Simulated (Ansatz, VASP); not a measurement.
**GeSb2Te4 in VASP and in Ansatz**

```
Ge Sb Te
1.0
    -2.98602    2.98602    5.89802
     2.98602   -2.98602    5.89802
     2.98602    2.98602   -5.89802
Ge Sb Te
1 2 4
Direct
  0.00000 0.00000 0.00000
  0.50000 0.50000 0.00000
  0.25000 0.75000 0.50000
  0.50717 0.00717 0.50000
  0.24496 0.24496 0.00000
  0.99283 0.49283 0.50000
  0.75504 0.75504 0.00000
```

Alike in both runs: functional LDA; k mesh 8 × 8 × 8; occupations gaussian, width 0.1 eV; no spin polarisation.

Ansatz relaxed the structure, and its values are those at the end. VASP's run is a single point on that final structure, the one shown.

```csv
,VASP,Ansatz
version,VASP 6.6.1,Ansatz 0.2.0
potentials or method,"VASP PAW LDA potentials, release 64 (Ge_d, Sb, Te), cutoff 520 eV","scalar-relativistic, plane waves, PAW"
valence electrons in the cell,48,108
```

```tsv
	VASP	Ansatz	Ansatz less VASP
gap on the k mesh at the Fermi level (eV)	none	none	-
pressure (GPa)	0.1	0.0	-0.12
rms of the force components (eV/Å)	0.004	0.000	-0.0041
```

Ansatz warns that its potentials were made for another functional, while VASP's fit it. LDA's correlation is that of Perdew and Zunger in VASP and of Perdew and Wang (1992) in Ansatz. A gap of «none» marks a metal or a gap that the smearing closes. VASP's potentials hold 48 valence electrons a cell and Ansatz's 108, so a difference there can come from the potentials and not from the codes.

Neither program's run includes spin-orbit coupling.
